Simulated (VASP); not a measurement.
# AlZn8Ga15O32 (P1) in VASP: single point with PBEsol

Aim: the single point of AlZn8Ga15O32 with PBEsol.

All numbers are computed with VASP 6.6.1; they aren't measurements. Logs are shortened: lines on timing, memory, paths and dates and some standing lists are left out, and cuts for length are marked.

## 1. The cell of the first run

The typed cell holds 56 atoms: a = 8.324 Å, b = 8.324 Å, c = 8.324 Å, α = 90.00°, β = 90.00°, γ = 90.00°.

## 2. Single point, PBEsol

The input, INCAR:

```
ALGO = Normal ; EDIFF = 1E-7
ENCUT = 520 ; GGA = PS
ISIF = 2 ; ISMEAR = -1
ISYM = 0 ; LASPH = True
LCHARG = False ; LREAL = Auto
LWAVE = False ; NBANDS = 277
NELM = 100 ; PREC = Accurate
SIGMA = 0.05
```

The input, KPOINTS:

```
Automatic mesh
0
Gamma
  1 1 1
  0.25 0.25 0.25
```

The input, POSCAR:

```
AlZn8Ga15O32
1.0
    8.3242694727      0.0000000000      0.0000000000
    0.0000000000      8.3242694727      0.0000000000
    0.0000000000      0.0000000000      8.3242694727
Zn Ga O Al
8 15 32 1
Direct
    0.8757360000      0.3757760000      0.3741230000
    0.3734800000      0.8735840000      0.3741530000
    0.3737440000      0.3754080000      0.8758590000
    0.1236120000      0.1235640000      0.1266160000
    0.8756380000      0.8735390000      0.8764640000
    0.6258190000      0.6258090000      0.1266490000
    0.6255370000      0.1239810000      0.6247370000
    0.1236620000      0.6259420000      0.6245180000
    0.4995680000      0.9998730000      0.0003740000
    0.7498100000      0.2496970000      0.0006140000
    0.7508600000      0.9981540000      0.2494820000
    0.9987000000      0.5012880000      0.0016840000
    0.2483300000      0.7508170000      0.0019370000
    0.0005170000      0.9982050000      0.4987630000
    0.4995370000      0.4999080000      0.5002970000
    0.2495750000      0.2496120000      0.5003330000
    0.2480530000      0.5012050000      0.2513310000
    0.4995630000      0.2498760000      0.2503950000
    0.7512290000      0.7486230000      0.4989260000
    0.2494570000      0.9995490000      0.7502980000
    0.7495340000      0.4996840000      0.7503990000
    0.9995680000      0.2496130000      0.7502970000
    0.4997850000      0.7498290000      0.7504320000
    0.5114150000      0.0103110000      0.2392060000
    0.7391030000      0.2379870000      0.2391920000
    0.5107480000      0.2387900000      0.0118500000
    0.7383310000      0.0109680000      0.0112870000
    0.0091880000      0.5181550000      0.2408380000
    0.2312420000      0.7403350000      0.2409320000
    0.0092080000      0.7403680000      0.0188070000
    0.2373450000      0.5120830000      0.0125920000
    0.0107810000      0.0100480000      0.7385150000
    0.2380380000      0.2385770000      0.7392470000
    0.0106700000      0.2377800000      0.5108160000
    0.2387260000      0.0108980000      0.5116210000
    0.2600280000      0.2616290000      0.2616120000
    0.4876240000      0.4894030000      0.2615460000
    0.4885260000      0.2608480000      0.4889120000
    0.2607820000      0.4884650000      0.4895660000
    0.5106780000      0.5113330000      0.7393390000
    0.7391770000      0.7385070000      0.7385250000
    0.5115460000      0.7386030000      0.5107720000
    0.7383490000      0.5104990000      0.5115340000
    0.7680410000      0.7592630000      0.2598680000
    0.9900110000      0.9814060000      0.2598620000
    0.9901190000      0.7591210000      0.4819320000
    0.7617860000      0.9873570000      0.4881620000
    0.7610740000      0.2608020000      0.7615610000
    0.9883840000      0.4892840000      0.7622030000
    0.9885010000      0.2615540000      0.9899380000
    0.7605280000      0.4885240000      0.9892760000
    0.2601550000      0.7609130000      0.7622700000
    0.4885140000      0.9882140000      0.7615080000
    0.4878380000      0.7609730000      0.9901290000
    0.2608950000      0.9889680000      0.9891570000
    0.9996450000      0.7497640000      0.2503020000
```

Potentials or basis: VASP PAW PBE potentials, release 64 (Zn, Ga_d, O, Al).

Started as:

```console
> cat potpaw_PBE.64/Zn/POTCAR potpaw_PBE.64/Ga_d/POTCAR potpaw_PBE.64/O/POTCAR potpaw_PBE.64/Al/POTCAR > POTCAR
> mpirun -np 1 vasp_std > vasp.out
```

OUTCAR:

```text
EDIFF = 1E-7
   ENCUT = 520
   GGA = PS
   ISIF = 2
   ISMEAR = -1
   ISYM = 0
   LASPH = True
   LREAL = Auto
   NELM = 100
   PREC = Accurate

 ion  position               nearest neighbor table
   1  0.876  0.376  0.374-  28 1.97  25 1.97  43 1.97  34 1.97
   2  0.373  0.874  0.374-  29 1.97  35 1.97  24 1.97  42 1.97
   3  0.374  0.375  0.876-  33 1.97  40 1.97  26 1.97  31 1.97
   4  0.124  0.124  0.127-  45 1.97  55 1.97  36 1.97  50 1.97
   5  0.876  0.874  0.876-  30 1.97  41 1.97  27 1.97  32 1.97
   6  0.626  0.626  0.127-  44 1.97  51 1.97  37 1.97  54 1.97
   7  0.626  0.124  0.625-  48 1.97  47 1.97  53 1.97  38 1.97
   8  0.124  0.626  0.625-  52 1.97  46 1.97  39 1.97  49 1.97
   9  0.500  1.000  0.000-  55 1.99  27 1.99  24 1.99  53 1.99  54 1.99  26 1.99
  10  0.750  0.250  0.001-  25 1.99  50 1.99  27 1.99  51 1.99  26 1.99  48 1.99
  11  0.751  0.998  0.249-  27 1.99  47 1.99  44 2.00  45 2.00  24 2.00  25 2.00  56 2.93
  12  0.999  0.501  0.002-  51 1.99  31 1.99  30 2.00  28 2.00  49 2.00  50 2.00  56 2.93
  13  0.248  0.751  0.002-  55 1.99  31 1.99  29 2.00  30 2.00  54 2.00  52 2.00  56 2.93
  14  0.001  0.998  0.499-  35 1.99  47 1.99  45 2.00  46 2.00  34 2.00  32 2.00  56 2.92
  15  0.500  0.500  0.500-  42 1.99  39 1.99  37 1.99  43 1.99  40 1.99  38 1.99
  16  0.250  0.250  0.500-  35 1.99  36 1.99  39 1.99  34 1.99  33 1.99  38 1.99
  17  0.248  0.501  0.251-  39 1.99  31 1.99  28 2.00  29 2.00  37 2.00  36 2.00  56 2.93
[... 36 lines left out ...]
  54  0.488  0.761  0.990-   6 1.97   9 1.99  13 2.00  23 2.00
  55  0.261  0.989  0.989-   4 1.97  13 1.99   9 1.99  20 1.99
  56  1.000  0.750  0.250-  30 1.93  29 1.93  44 1.93  28 1.93  46 1.93  45 1.93  14 2.92  17 2.93
                            19 2.93  13 2.93  12 2.93  11 2.93

IMPORTANT INFORMATION: All symmetrisations will be switched off!
NOSYMM: (Re-)initialisation of all symmetry stuff for point group C_1.

----------------------------------------------------------------------------------------

                                     Primitive cell

  volume of cell :     576.8175

  direct lattice vectors                    reciprocal lattice vectors
     8.324269473  0.000000000  0.000000000     0.120130662  0.000000000  0.000000000
     0.000000000  8.324269473  0.000000000     0.000000000  0.120130662  0.000000000
     0.000000000  0.000000000  8.324269473     0.000000000  0.000000000  0.120130662

  length of vectors
     8.324269473  8.324269473  8.324269473     0.120130662  0.120130662  0.120130662

  position of ions in fractional coordinates (direct lattice)
     0.875736000  0.375776000  0.374123000
     0.373480000  0.873584000  0.374153000
     0.373744000  0.375408000  0.875859000
     0.123612000  0.123564000  0.126616000
     0.875638000  0.873539000  0.876464000
     0.625819000  0.625809000  0.126649000
[... 48 lines left out ...]
     0.260895000  0.988968000  0.989157000
     0.999645000  0.749764000  0.250302000
[... 122 lines left out ...]
   NUPDOWN=      -1.0000    fix difference up-down
   EMIN   =  10.00;   EMAX   =-10.00  energy-range for DOS
   EFERMI =   0.00;   METHOD = LEGACY
   ISMEAR =    -1;   SIGMA  =   0.05  broadening in eV -4-tet -1-fermi 0-gaus
   EFERMI_NEDOS =   21; number of points for ismear=-14 and -15
   IALGO  =     38    algorithm
   IMIX   =      4    mixing-type and parameters
     AMIX     =   0.40;   BMIX     =  1.00
     AMIX_MAG =   1.60;   BMIX_MAG =  1.00
  volume/ion in A,a.u.               =      10.30        69.51
  Fermi-wavevector in a.u.,A,eV,Ry     =   1.546230  2.921951 32.529183  2.390828
  Thomas-Fermi vector in A             =   2.651496
   LORBIT       =      0    0 simple, 1 ext, 2 COOP (PROOUT), +10 PAW based schemes
   GGA     = PS    functional components
   LHFCALC =     F    Hartree Fock is set to
   AEXX    =    0.0000 exact exchange contribution
   IVDW    =     0    specifies the selected vdW correction
   LEPSILON=     F    determine dielectric tensor
   LRPA    =     F    only Hartree local field effects (RPA)
 non-spin polarized calculation
  energy-cutoff  :      520.00
  volume of cell :      576.82
 maximum number of plane-waves:     15534
 NGX is ok and might be reduce to    64
   NGX = 31   NGY = 31   NGZ = 31

 number of electron     485.9999554 magnetization

 Free energy of the ion-electron system (eV)
  ---------------------------------------------------
  ext. energy  EPLUGINS =         0.00000000
  ---------------------------------------------------
  free energy    TOTEN  =      -340.11867412 eV

  energy without entropy =     -340.11867412  energy(sigma->0) =     -340.11867412

 E-fermi :   4.3593     XC(G=0): -11.9692

 val. band max:        3.0447661290   @ k =  -0.2500   0.2500   0.2500
 cond. band min:       6.8266410384   @ k =  -0.2500   0.2500   0.2500
 fundamental gap:      3.7818749094
 Fermi energy:         4.3592775016

 k-point     1 :       0.2500    0.2500    0.2500
  band No.  band energies     occupation
      1     -15.4733      2.00000
      2     -15.1257      2.00000
      3     -15.1160      2.00000
      4     -15.1146      2.00000
      5     -14.6370      2.00000
      6     -14.6248      2.00000
[... 1021 lines left out ...]
    254       9.8413      0.00000
    255       9.8779      0.00000
 [bands above 255 left out]

------------------------ aborting loop because EDIFF is reached ----------------------------------------

  FORCE on cell =-STRESS in cart. coord.  units (eV):
  Direction    XX          YY          ZZ          XY          YZ          ZX
  --------------------------------------------------------------------------------------
  -------------------------------------------------------------------------------------
  Total        2.8347072      2.7879184      2.7881928      0.6596743     -0.5241462      0.5924358
  in kB        7.8737278      7.7437665      7.7445286      1.8323217     -1.4558767      1.6455591
  external PRESSURE =       7.7873410 kB  Pullay stress =       0.0000000 kB

 VOLUME and BASIS-vectors are now :
 -----------------------------------------------------------------------------
  energy-cutoff  :      520.00
  volume of cell :      576.82
      direct lattice vectors                 reciprocal lattice vectors
     8.324269473  0.000000000  0.000000000     0.120130662  0.000000000  0.000000000
     0.000000000  8.324269473  0.000000000     0.000000000  0.120130662  0.000000000
     0.000000000  0.000000000  8.324269473     0.000000000  0.000000000  0.120130662

 POSITION                                       TOTAL-FORCE (eV/Angst)
 -----------------------------------------------------------------------------------
      7.28986      3.12806      3.11430         0.000956      0.008389      0.009714
      3.10895      7.27195      3.11455         0.007367      0.008211      0.013307
      3.11115      3.12500      7.29089         0.002324      0.009222      0.021003
      1.02898      1.02858      1.05399        -0.006001      0.005360     -0.011487
      7.28905      7.27157      7.29592         0.000427      0.009270      0.009726
      5.20949      5.20940      1.05426        -0.005121     -0.002450     -0.011689
[... 48 lines left out ...]
      2.17176      8.23244      8.23401         0.002199     -0.016832     -0.008564
      8.32131      6.24124      2.08358        -0.000177      0.000080      0.002648
 -----------------------------------------------------------------------------------
    total drift:                               -0.002352     -0.008098      0.001132

  FREE ENERGIE OF THE ION-ELECTRON SYSTEM (eV)
  ---------------------------------------------------
  free  energy   TOTEN  =      -340.1186741176 eV

  energy  without entropy=     -340.1186741176  energy(sigma->0) =     -340.11867412
```

Run time: 20 min. Hardware: 1 thread of Intel Xeon 6975P-C (Granite Rapids), shared host; peak memory 0.82 GiB.

Results:

```
Free energy            : -340.1187 eV
Pressure               : 0.8 GPa
Largest force          : 0.056 eV/Å
Band gap on the k mesh : 3.78 eV
```

Forces in eV/Å, atoms in the order of the input:
```
Zn   0.001  0.008  0.010
Zn   0.007  0.008  0.013
Zn   0.002  0.009  0.021
Zn  -0.006  0.005 -0.011
Zn   0.000  0.009  0.010
Zn  -0.005 -0.002 -0.012
Zn  -0.013 -0.002 -0.011
Zn  -0.007 -0.012 -0.018
Ga   0.005 -0.002  0.004
Ga  -0.004  0.007 -0.009
Ga  -0.007  0.024 -0.011
Ga  -0.006 -0.018 -0.004
Ga   0.007 -0.002 -0.012
Ga   0.009  0.015  0.025
Ga  -0.002 -0.007  0.003
Ga   0.000  0.011  0.001
Ga   0.014 -0.011  0.009
Ga   0.004 -0.003 -0.003
Ga  -0.024 -0.006  0.013
Ga   0.007  0.006  0.008
Ga   0.007 -0.001  0.004
Ga  -0.004  0.008  0.011
Ga  -0.009 -0.002  0.003
O    0.013  0.002 -0.007
O   -0.002 -0.029 -0.001
O    0.001 -0.006  0.004
O    0.002  0.001  0.008
O   -0.020  0.047  0.010
O   -0.054  0.002  0.004
O   -0.012  0.006  0.042
O   -0.004  0.002  0.006
O    0.004  0.006 -0.022
O   -0.003 -0.010 -0.009
O    0.013 -0.015  0.000
O   -0.011  0.002 -0.003
O    0.002  0.013  0.006
O   -0.013 -0.006  0.009
O   -0.004  0.006  0.000
O    0.005 -0.003 -0.012
O    0.008  0.003 -0.014
O    0.001 -0.010 -0.016
O    0.013 -0.008  0.007
O   -0.003  0.014  0.010
O    0.050 -0.014 -0.007
O    0.011 -0.054 -0.008
O    0.016 -0.006 -0.043
O    0.014 -0.007 -0.011
O    0.009  0.009  0.008
O   -0.008 -0.004  0.013
O   -0.007  0.017 -0.003
O    0.015 -0.007 -0.016
O    0.007  0.010  0.022
O   -0.005  0.003  0.000
O   -0.017  0.011 -0.015
O    0.002 -0.017 -0.009
Al   0.000  0.000  0.003
```

Levels at points of the mesh, in eV from the valence-band top:
| k point | band 240 | band 241 | band 242 | band 243 | band 244 | band 245 | band 246 | band 247 |
| --- | --- | --- | --- | --- | --- | --- | --- | --- |
| (0.25, 0.25, 0.25) | -0.06 | -0.04 | -0.02 | -0.01 | 3.78 | 5.50 | 5.51 | 5.60 |

Caveat: the PAW data sets were made with another functional, which shifts forces and pressure a little; a shifted mesh leaves out Γ, where band edges can lie.
